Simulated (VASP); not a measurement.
# FeO (I4/mmm) in VASP: a series of runs

FeO is run at these levels: PBE; tasks: single point.

Everything below comes from runs of VASP 6.6.1. Logs are shortened: lines on timing, memory, paths and dates and some standing lists are left out, and cuts for length are marked.

### Step 1. The cell of the first run

Symmetry: I4/mmm, No. 139, tetragonal system. Conventional cell: a = 2.926 Å, b = 2.926 Å, c = 4.483 Å, α = 90.00°, β = 90.00°, γ = 90.00°. Fe (site symmetry 4/mmm) has 6 O at 2.07 to 2.24 Å within 2.7 Å. Within 2.7 Å of O (site symmetry 4/mmm) lie 6 Fe at 2.07 to 2.24 Å.

### Step 2. Single point, PBE, collinear spin, ferromagnetic start (strain -0.040 along x and y, +0.040 along z)

Input file INCAR:

```
ALGO = Normal
EDIFF = 1E-6
ENCUT = 600
GGA = PE
GGA_COMPAT = F
ISIF = 2
ISMEAR = 0
ISPIN = 2
LASPH = T
LCHARG = F
LMAXMIX = 4
LORBIT = 11
LREAL = F
LWAVE = F
MAGMOM = 3.79 0.35
NBANDS = 18
NELM = 200
PREC = Accurate
SIGMA = 0.15
```

Input file KPOINTS:

```
k-points
0
Gamma
  20 20 20
```

Input file POSCAR:

```
FeO
1.0
    0.0000000000      2.0691840000      2.2416160000
    2.0691840000      0.0000000000      2.2416160000
    2.0691840000      2.0691840000      0.0000000000
Fe O
1 1
Direct
    0.0000000000      0.0000000000      0.0000000000
    0.5000000000      0.5000000000      0.5000000000
```

Potentials or basis: VASP PAW PBE potentials, release 64 (Fe, O).

Launch:

```console
cat potpaw_PBE.64/Fe/POTCAR potpaw_PBE.64/O/POTCAR > POTCAR
mpirun -np 1 vasp_std > vasp.out
```

OUTCAR:

```text
EDIFF = 1E-6
   ENCUT = 600
   GGA = PE
   ISIF = 2
   ISMEAR = 0
   ISPIN = 2
   LASPH = T
   LORBIT = 11
   LREAL = F
   NELM = 200
   PREC = Accurate

 ion  position               nearest neighbor table
   1  0.000  0.000  0.000-   2 2.07   2 2.07   2 2.07   2 2.07   2 2.24   2 2.24
   2  0.500  0.500  0.500-   1 2.07   1 2.07   1 2.07   1 2.07   1 2.24   1 2.24

  LATTYP: Found a body centered tetragonal cell.
 ALAT       =     2.9262680758
 C/A-ratio  =     1.5320646926

  Lattice vectors:

 A1 = (  -2.0691840000,   0.0000000000,   2.2416160000)
 A2 = (   2.0691840000,   0.0000000000,   2.2416160000)
 A3 = (   0.0000000000,   2.0691840000,  -2.2416160000)

Analysis of symmetry for initial positions (statically):
=====================================================================
 Subroutine PRICEL returns:
 Original cell was already a primitive cell.

 Routine SETGRP: Setting up the symmetry group for a
 body centered tetragonal supercell.

 Subroutine GETGRP returns: Found 16 space group operations
 (whereof 16 operations were pure point group operations)
 out of a pool of 16 trial point group operations.

The static configuration has the point symmetry D_4h.

Analysis of symmetry for dynamics (positions and initial velocities):
=====================================================================
 Subroutine PRICEL returns:
 Original cell was already a primitive cell.

 Routine SETGRP: Setting up the symmetry group for a
 body centered tetragonal supercell.

 Subroutine GETGRP returns: Found 16 space group operations
 (whereof 16 operations were pure point group operations)
 out of a pool of 16 trial point group operations.

The dynamic configuration has the point symmetry D_4h.

Analysis of structural, dynamic, and magnetic symmetry:
=====================================================================
 Subroutine PRICEL returns:
 Original cell was already a primitive cell.

 Routine SETGRP: Setting up the symmetry group for a
 body centered tetragonal supercell.

 Subroutine GETGRP returns: Found 16 space group operations
 (whereof 16 operations were pure point group operations)
 out of a pool of 16 trial point group operations.

The overall configuration has the point symmetry D_4h.

 Subroutine INISYM returns: Found 16 space group operations
 (whereof 16 operations are pure point group operations),
 and found     1 'primitive' translations

----------------------------------------------------------------------------------------

                                     Primitive cell

  volume of cell :      19.1951

  direct lattice vectors                    reciprocal lattice vectors
     0.000000000  2.069184000  2.241616000    -0.241641149  0.241641149  0.223053369
     2.069184000  0.000000000  2.241616000     0.241641149 -0.241641149  0.223053369
     2.069184000  2.069184000  0.000000000     0.241641149  0.241641149 -0.223053369

  length of vectors
     3.050633494  3.050633494  2.926268076     0.408085402  0.408085402  0.408085402

  position of ions in fractional coordinates (direct lattice)
     0.000000000  0.000000000  0.000000000
     0.500000000  0.500000000  0.500000000

  ion indices of the primitive-cell ions
   primitive index   ion index
                 1           1
                 2           2

----------------------------------------------------------------------------------------

 KPOINTS: k-points

Automatic generation of k-mesh.
 Grid dimensions read from file:
 generate k-points for:   20   20   20

 Generating k-lattice:

  Cartesian coordinates                     Fractional coordinates (reciprocal lattice)
    -0.012082057  0.012082057  0.011152668     0.050000000  0.000000000  0.000000000
     0.012082057 -0.012082057  0.011152668     0.000000000  0.050000000  0.000000000
     0.012082057  0.012082057 -0.011152668    -0.000000000 -0.000000000  0.050000000

  Length of vectors
     0.020404270  0.020404270  0.020404270

  Shift w.r.t. Gamma in fractional coordinates (k-lattice)
     0.000000000  0.000000000  0.000000000

 Subroutine IBZKPT returns following result:
 ===========================================

 Found    641 irreducible k-points:

 Following reciprocal coordinates:
            Coordinates               Weight
  0.000000  0.000000  0.000000      1.000000
  0.050000  0.000000  0.000000      8.000000
  0.100000 -0.000000  0.000000      8.000000
  0.150000  0.000000  0.000000      8.000000
  0.200000 -0.000000  0.000000      8.000000
  0.250000  0.000000  0.000000      8.000000
[... 16 lines left out ...]
 -0.400000  0.050000  0.000000      8.000000
 -0.350000  0.050000  0.000000      8.000000
 [... further k-points ...]
   k-points           NKPTS =    641   k-points in BZ     NKDIM =    641   number of bands    NBANDS=     18
   number of dos      NEDOS =    301   number of ions     NIONS =      2
   total plane-waves  NPLWV =  13824
   dimension x,y,z NGX =    24 NGY =   24 NGZ =   24
   dimension x,y,z NGXF=    48 NGYF=   48 NGZF=   48
   ions per type =               1   1
   NGX,Y,Z   is equivalent  to a cutoff of  13.08, 13.08, 13.63 a.u.
   NGXF,Y,Z  is equivalent  to a cutoff of  26.16, 26.16, 27.27 a.u.
 SYSTEM =  unknown system
   PREC   = accura    normal or accurate (medium, high low for compatibility)
   ISTART =      0    job   : 0-new  1-cont  2-samecut
   ICHARG =      2    charge: 1-file 2-atom 10-const
   ISPIN  =      2    spin polarized calculation?
   LNONCOLLINEAR =      F non collinear calculations
   LSORBIT =      F    spin-orbit coupling
   LASPH  =      T    aspherical Exc in radial PAW
   ENCUT  =  600.0 eV  44.10 Ry    6.64 a.u.   6.09  6.09  5.84*2*pi/ulx,y,z
   NELM   =    200;   NELMIN=  2; NELMDL= -5     # of ELM steps
   EDIFF  = 0.1E-05   stopping-criterion for ELM
   LREAL  =      F    real-space projection
   EDIFFG = 0.1E-04   stopping-criterion for IOM
   NSW    =      0    number of steps for IOM
   IBRION =     -1    ionic relax: 0-MD 1-quasi-New 2-CG
   NFREE  =      0    steps in history (QN), initial steepest desc. (CG)
   ISIF   =      2    stress and relaxation
   ISYM   =      2    0-nonsym 1-usesym 2-fastsym
   POTIM  = 0.5000    time-step for ionic-motion
   TEBEG  =    0.0;   TEEND  =   0.0 temperature during run
   PSTRESS=    0.0 pullay stress
   NELECT =      14.0000    total number of electrons
   NUPDOWN=      -1.0000    fix difference up-down
   EMIN   =  10.00;   EMAX   =-10.00  energy-range for DOS
   EFERMI =   0.00;   METHOD = LEGACY
   ISMEAR =     0;   SIGMA  =   0.15  broadening in eV -4-tet -1-fermi 0-gaus
   EFERMI_NEDOS =   21; number of points for ismear=-14 and -15
   IALGO  =     38    algorithm
   IMIX   =      4    mixing-type and parameters
     AMIX     =   0.40;   BMIX     =  1.00
     AMIX_MAG =   1.60;   BMIX_MAG =  1.00
  volume/ion in A,a.u.               =       9.60        64.77
  Fermi-wavevector in a.u.,A,eV,Ry     =   1.473627  2.784752 29.546110  2.171578
  Thomas-Fermi vector in A             =   2.588497
   LORBIT       =     11    0 simple, 1 ext, 2 COOP (PROOUT), +10 PAW based schemes
   GGA     = PE    functional components
   LHFCALC =     F    Hartree Fock is set to
   AEXX    =    0.0000 exact exchange contribution
   IVDW    =     0    specifies the selected vdW correction
   LEPSILON=     F    determine dielectric tensor
   LRPA    =     F    only Hartree local field effects (RPA)
 spin polarized calculation
 Gauss-broadening in eV      SIGMA  =   0.15
  energy-cutoff  :      600.00
  volume of cell :       19.20
 maximum number of plane-waves:       656
   NGX = 13   NGY = 13   NGZ = 11

 number of electron      13.9999997 magnetization       3.9205551

 Free energy of the ion-electron system (eV)
  ---------------------------------------------------
  ext. energy  EPLUGINS =         0.00000000
  ---------------------------------------------------
  free energy    TOTEN  =       -14.87983491 eV

  energy without entropy =      -14.86245389  energy(sigma->0) =      -14.87114440

 E-fermi :   6.6772     XC(G=0): -12.3941

 val. band max:        6.6742352236   @ k =  -0.3500   0.1000   0.3000
 cond. band min:       6.6785796801   @ k =   0.4000   0.1500   0.1000
 fundamental gap:      0.0043444566
 Fermi energy:         6.6771732436

 spin component 1

 k-point     1 :       0.0000    0.0000    0.0000
  band No.  band energies     occupation
      1     -14.4746      1.00000
      2       2.5491      1.00000
      3       2.6147      1.00000
      4       2.6147      1.00000
      5       2.7475      1.00000
      6       2.8387      1.00000
[... 10 lines left out ...]
     17      29.2257      0.00000
     18      29.3544      0.00000
[... 463 lines left out ...]
 k-point    24 :      -0.3500    0.0500    0.0000
  band No.  band energies     occupation
      1     -13.4035      1.00000
      2      -1.8977      1.00000
      3      -0.1414      1.00000
      4       0.0917      1.00000
      5       3.5074      1.00000
      6       3.5762      1.00000
[... 10 lines left out ...]
     17      32.3287      0.00000
     18      35.1293      0.00000

 [... further k-points ...]

 spin component 2

 k-point     1 :       0.0000    0.0000    0.0000
  band No.  band energies     occupation
      1     -13.9482      1.00000
      2       3.1307      1.00000
      3       3.1307      1.00000
      4       3.3732      1.00000
      5       5.6116      1.00000
      6       6.0053      1.00000
[... 10 lines left out ...]
     17      30.8132      0.00000
     18      30.8132      0.00000
[... 463 lines left out ...]
 k-point    24 :      -0.3500    0.0500    0.0000
  band No.  band energies     occupation
      1     -12.8640      1.00000
      2      -1.1404      1.00000
      3       1.2858      1.00000
      4       1.4716      1.00000
      5       6.7924      0.13859
      6       6.8953      0.01987
[... 10 lines left out ...]
     17      32.8704      0.00000
     18      35.8405      0.00000

 [... further k-points ...]

------------------------ aborting loop because EDIFF is reached ----------------------------------------

  FORCE on cell =-STRESS in cart. coord.  units (eV):
  Direction    XX          YY          ZZ          XY          YZ          ZX
  --------------------------------------------------------------------------------------
  -------------------------------------------------------------------------------------
  Total        1.5550846      1.5550846      0.3078840      0.0000000      0.0000000      0.0000000
  in kB      129.8001439    129.8001439     25.6985261      0.0000000      0.0000000      0.0000000
  external PRESSURE =      95.0996047 kB  Pullay stress =       0.0000000 kB

 VOLUME and BASIS-vectors are now :
 -----------------------------------------------------------------------------
  energy-cutoff  :      600.00
  volume of cell :       19.20
      direct lattice vectors                 reciprocal lattice vectors
     0.000000000  2.069184000  2.241616000    -0.241641149  0.241641149  0.223053369
     2.069184000  0.000000000  2.241616000     0.241641149 -0.241641149  0.223053369
     2.069184000  2.069184000  0.000000000     0.241641149  0.241641149 -0.223053369

 POSITION                                       TOTAL-FORCE (eV/Angst)
 -----------------------------------------------------------------------------------
      0.00000      0.00000      0.00000         0.000000      0.000000      0.000000
      2.06918      2.06918      2.24162         0.000000      0.000000      0.000000
 -----------------------------------------------------------------------------------
    total drift:                                0.000000     -0.000000     -0.000000

  FREE ENERGIE OF THE ION-ELECTRON SYSTEM (eV)
  ---------------------------------------------------
  free  energy   TOTEN  =       -14.8798349134 eV

  energy  without entropy=      -14.8624538904  energy(sigma->0) =      -14.87114440

 total charge

# of ion       s       p       d       tot
------------------------------------------
    1        0.306   0.396   6.133   6.836
    2        1.555   3.462   0.000   5.017
--------------------------------------------------
tot          1.861   3.859   6.133  11.853

 magnetization (x)

# of ion       s       p       d       tot
------------------------------------------
    1        0.029   0.022   3.498   3.549
    2        0.031   0.264   0.000   0.295
--------------------------------------------------
tot          0.060   0.286   3.498   3.844
```

Run time: 3 min. Hardware: 1 thread of Intel Xeon 6975P-C (Granite Rapids), shared host; peak memory 0.49 GiB.

What came out:

```
Free energy                                           : -14.8798 eV
Pressure                                              : 9.5 GPa
Net moment                                            : 3.92 μB per cell
Site moments                                          : Fe +3.55; O +0.29 μB
Valence electrons inside the program's atomic spheres : Fe 6.84; O 5.02
```

Stress tensor (GPa, compression positive):
```
12.98  0.00  0.00
 0.00 12.98  0.00
 0.00  0.00  2.57
```

Caveat: the cell differs from its parent crystal (strain -0.040 along x and y, +0.040 along z); the stress differs along the axes, from 3 to 13 GPa; a cell with one magnetic atom can't hold antiferromagnetic order, which such compounds often take; semilocal functionals often make such compounds metallic where correlation or magnetic order opens a gap, which also shifts bond lengths.

### Step 3. Single point, PBE, collinear spin, ferromagnetic start (strain +0.040 along x and y, +0.080 along z)

Input file INCAR:

```
ALGO = Normal
EDIFF = 1E-6
ENCUT = 600
GGA = PE
GGA_COMPAT = False
ISIF = 2
ISMEAR = 0
ISPIN = 2
LASPH = True
LCHARG = False
LMAXMIX = 4
LORBIT = 11
LREAL = False
LWAVE = False
MAGMOM = 3.79 0.35
NBANDS = 18
NELM = 200
PREC = Accurate
SIGMA = 0.15
```

KPOINTS is that of step 2.

Input file POSCAR:

```
FeO
1.0
    0.0000000000      2.2416160000      2.3278320000
    2.2416160000      0.0000000000      2.3278320000
    2.2416160000      2.2416160000      0.0000000000
Fe O
1 1
Direct
    0.0000000000      0.0000000000      0.0000000000
    0.5000000000      0.5000000000      0.5000000000
```

Potentials or basis: VASP PAW PBE potentials, release 64 (Fe, O).

Launch:

```console
cat potpaw_PBE.64/Fe/POTCAR potpaw_PBE.64/O/POTCAR > POTCAR
mpirun -np 1 vasp_std > vasp.out
```

OUTCAR:

```text
EDIFF = 1E-6
   ENCUT = 600
   GGA = PE
   ISIF = 2
   ISMEAR = 0
   ISPIN = 2
   LASPH = True
   LORBIT = 11
   LREAL = False
   NELM = 200
   PREC = Accurate

 ion  position               nearest neighbor table
   1  0.000  0.000  0.000-   2 2.24   2 2.24   2 2.24   2 2.24   2 2.33   2 2.33
   2  0.500  0.500  0.500-   1 2.24   1 2.24   1 2.24   1 2.24   1 2.33   1 2.33

  LATTYP: Found a body centered tetragonal cell.
 ALAT       =     3.1701237488
 C/A-ratio  =     1.4686063917

  Lattice vectors:

 A1 = (  -2.2416160000,   0.0000000000,   2.3278320000)
 A2 = (   2.2416160000,   0.0000000000,   2.3278320000)
[... 1225 lines left out ...]
 -----------------------------------------------------------------------------
  energy-cutoff  :      600.00
  volume of cell :       23.39
      direct lattice vectors                 reciprocal lattice vectors
     0.000000000  2.241616000  2.327832000    -0.223053369  0.223053369  0.214792133
     2.241616000  0.000000000  2.327832000     0.223053369 -0.223053369  0.214792133
     2.241616000  2.241616000  0.000000000     0.223053369  0.223053369 -0.214792133

 POSITION                                       TOTAL-FORCE (eV/Angst)
 -----------------------------------------------------------------------------------
      0.00000      0.00000      0.00000        -0.000000     -0.000000      0.000000
      2.24162      2.24162      2.32783         0.000000      0.000000      0.000000
 -----------------------------------------------------------------------------------
    total drift:                                0.000000      0.000000      0.000000

  FREE ENERGIE OF THE ION-ELECTRON SYSTEM (eV)
  ---------------------------------------------------
  free  energy   TOTEN  =       -14.6956492267 eV

  energy  without entropy=      -14.6752056874  energy(sigma->0) =      -14.68542746

 total charge

# of ion       s       p       d       tot
------------------------------------------
    1        0.253   0.269   6.000   6.522
    2        1.555   3.363   0.000   4.917
--------------------------------------------------
tot          1.808   3.632   6.000  11.440

 magnetization (x)

# of ion       s       p       d       tot
------------------------------------------
    1        0.028   0.018   3.592   3.638
    2        0.025   0.251   0.000   0.276
--------------------------------------------------
tot          0.053   0.269   3.592   3.914
```

OSZICAR:

```text
N       E                     dE             d eps       ncg     rms          rms(c)
DAV:   1     0.796001414354E+02    0.79600E+02   -0.73542E+03 48370   0.973E+02
DAV:   2    -0.116893831627E+02   -0.91290E+02   -0.76536E+02 47702   0.214E+02
DAV:   3    -0.177193724776E+02   -0.60300E+01   -0.59035E+01 53850   0.593E+01
DAV:   4    -0.177717275882E+02   -0.52355E-01   -0.52322E-01 55784   0.526E+00
DAV:   5    -0.177721200645E+02   -0.39248E-03   -0.39246E-03 55774   0.479E-01    0.150E+01
DAV:   6    -0.160846194332E+02    0.16875E+01   -0.22326E+01 61710   0.594E+01    0.226E+01
DAV:   7    -0.147967836523E+02    0.12878E+01   -0.87092E+00 60884   0.451E+01    0.803E+00
DAV:   8    -0.147365058946E+02    0.60278E-01   -0.38539E-01 62540   0.709E+00    0.445E+00
DAV:   9    -0.147279730177E+02    0.85329E-02   -0.37632E-01 68680   0.997E+00    0.223E+00
DAV:  10    -0.146974963536E+02    0.30477E-01   -0.89975E-02 67624   0.555E+00    0.440E-01
DAV:  11    -0.146955210615E+02    0.19753E-02   -0.17377E-02 65254   0.157E+00    0.103E-01
DAV:  12    -0.146956252366E+02   -0.10418E-03   -0.82972E-04 52088   0.217E-01    0.673E-02
DAV:  13    -0.146956439279E+02   -0.18691E-04   -0.65954E-05 59750   0.795E-02    0.449E-02
DAV:  14    -0.146956479883E+02   -0.40605E-05   -0.12605E-05 60694   0.420E-02    0.209E-02
DAV:  15    -0.146956525748E+02   -0.45865E-05   -0.60740E-06 60930   0.236E-02    0.195E-02
DAV:  16    -0.146956493184E+02    0.32563E-05   -0.12560E-05 61326   0.547E-02    0.365E-03
DAV:  17    -0.146956492267E+02    0.91731E-07   -0.11772E-06 30638   0.116E-02
   1 F= -.14695649E+02 E0= -.14685427E+02  d E =-.204435E-01  mag=     4.0077
```

Wall time 14 min (1 thread of Oxide Virtual Turin-like, shared host); peak memory 0.54 GiB.

What came out:

```
Free energy                                           : -14.6956 eV
Pressure                                              : -20.3 GPa
Band gap on the k mesh                                : zero (filled and empty bands overlap)
Net moment                                            : 4.01 μB per cell
Site moments                                          : Fe +3.64; O +0.28 μB
Valence electrons inside the program's atomic spheres : Fe 6.52; O 4.92
```

Caveat: the cell differs from its parent crystal (strain +0.040 along x and y, +0.080 along z); the cell stands under tension; a cell with one magnetic atom can't hold antiferromagnetic order, which such compounds often take; semilocal functionals often make such compounds metallic where correlation or magnetic order opens a gap, which also shifts bond lengths.
